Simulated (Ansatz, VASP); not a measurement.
Rh: VASP beside Ansatz

```xyz
2
Lattice="2.7794 0.0000 0.0000 -1.3897 2.4070 0.0000 0.0000 0.0000 4.1045" Properties=species:S:1:pos:R:3 pbc="T T T"
Rh    1.3897    0.8023    3.0784
Rh    0.0000    1.6047    1.0261
```

Alike in both runs: task single point; functional PBE; k mesh 18 × 18 × 10; occupations gaussian, width 0.15 eV; no spin polarisation.

```csv
,VASP,Ansatz
version,VASP 6.6.1,Ansatz 0.2.0
potentials or method,"VASP PAW PBE potentials, release 64 (Rh_pv), cutoff 520 eV","scalar-relativistic, plane waves, PAW"
valence electrons in the cell,30,34
```

```tsv
	VASP	Ansatz	Ansatz less VASP
gap on the k mesh at the Fermi level (eV)	none	none	-
pressure (GPa)	10.2	10.2	+0.05
traceless stress, the component that is largest in VASP (GPa)	15.53	15.53	+0.005
```

A gap of «none» marks a metal or a gap that the smearing closes. With one functional, cell and mesh, what is left measures potentials, basis and numerics. VASP's potentials hold 30 valence electrons a cell and Ansatz's 34, so a difference there can come from the potentials and not from the codes.
